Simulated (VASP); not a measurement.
Runs of VASP 6.6.1 on TePb. The structure is cubic, space group Fm-3m (No. 225). Conventional cell: a = 6.542 Å, b = 6.542 Å, c = 6.542 Å, α = 90.00°, β = 90.00°, γ = 90.00°. Te (site symmetry m-3m) has 6 Pb at 3.27 Å within 4.3 Å. Pb (site symmetry m-3m) has 6 Te at 3.27 Å within 4.3 Å. 

| level | potentials or basis | spin | k mesh | cutoff (eV) | gap on the mesh (eV) | pressure (GPa) | moment (μB) |
| --- | --- | --- | --- | --- | --- | --- | --- |
| LDA | VASP PAW LDA potentials, release 64 (Te, Pb_d) | off | 4 × 4 × 4 | 500 | 0.71 | (c) | - |
| r2SCAN | VASP PAW PBE potentials, release 64 (Te, Pb_d) | collinear, zero start | 2 × 2 × 2 | 550 | (a) | (b) | 0.00 |
| PBE | VASP PAW PBE potentials, release 64 (Te, Pb_d) | collinear | 4 × 4 × 4 | 500 | 0.81 | 0.5 | 0.00 |
| r2SCAN | VASP PAW PBE potentials, release 64 (Te, Pb_d) | off | 4 × 4 × 4 | 550 | 1.10 | -0.1 | - |

Alike in all rows: task single point; cell as given.

Q: Fill in the values left out.

A: (a) 1.01; (b) 6.4; (c) -3.0.

Caveats: some runs use coarse meshes; spin-orbit coupling is left out, which moves the levels of the heavy elements; the PAW data sets were made with another functional, which shifts forces and pressure a little (at least some runs); the cell stands under tension (at least some runs).

A k mesh can miss the band edges, and the runs leave out spin-orbit coupling on Pb, Te.
